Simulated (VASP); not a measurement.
## BaTiO3: single point with r2SCAN

Crystal: BaTiO3.

```
CELL_PARAMETERS angstrom
2.82767 1.63255 2.31773
-2.82767 1.63255 2.31773
0.00000 -3.26511 2.31773
ATOMIC_POSITIONS crystal
Ba 0.00000 0.00000 0.00000
Ti 0.51400 0.51400 0.51400
O 0.49160 0.49160 0.98150
O 0.49160 0.98150 0.49160
O 0.98150 0.49160 0.49160
```

| Quantity | Value |
| --- | --- |
| Program | VASP 6.6.1 |
| Task | single point |
| Functional | r2SCAN |
| Potentials or basis | VASP PAW PBE potentials, release 64 (Ba_sv, Ti_sv, O) |
| Cutoff | 520 eV |
| k mesh | 6 × 6 × 6 |
| Occupations | methfessel-paxton, width 0.38 eV |
| Spin | no spin polarisation |

| Property | Result |
| --- | --- |
| Pressure | 3.9 GPa |
| Largest force | 0.179 eV/Å |
| Band gap on the k mesh | 2.75 eV (least direct gap 3.15 eV) |

Forces on the atoms (eV/Å):
```
Ba   0.000  0.000  0.071
Ti   0.000  0.000 -0.172
O    0.000 -0.176  0.033
O   -0.152  0.088  0.033
O    0.152  0.088  0.033
```

Stress tensor (GPa, compression positive):
```
3.97 0.00 0.00
0.00 3.97 0.00
0.00 0.00 3.69
```

Levels at points of the mesh, in eV from the valence-band top:
| k point | band 16 | band 17 | band 18 | band 19 | band 20 | band 21 | band 22 | band 23 | band 24 | band 25 |
| --- | --- | --- | --- | --- | --- | --- | --- | --- | --- | --- |
| (0.00, 0.00, 0.00) | -1.32 | -1.10 | -0.51 | -0.40 | -0.40 | 2.75 | 2.75 | 2.87 | 4.78 | 4.78 |
| (0.50, 0.00, 0.00) | -2.10 | -1.68 | -1.62 | -0.96 | -0.87 | 2.91 | 4.17 | 4.25 | 4.74 | 6.58 |
| (0.50, 0.50, 0.00) | -2.70 | -1.68 | -0.90 | -0.86 | -0.09 | 4.23 | 4.24 | 4.60 | 5.42 | 8.31 |
| (0.50, 0.50, 0.50) | -2.41 | -2.37 | -0.02 | -0.02 | 0.00 | 4.74 | 4.88 | 4.88 | 7.28 | 7.28 |

It took 2.9 min on 1 thread of Intel(R) Xeon(R) Platinum 8259CL CPU @ 2.50GHz (Skylake/Cascade Lake), with other jobs on the host, peak memory 0.21 GiB.

Caveat: the cell stands under pressure; the PAW data sets were made with another functional, which shifts forces and pressure a little; spin-orbit coupling is left out, which moves the levels of the heavy elements. A k mesh can miss the band edges.
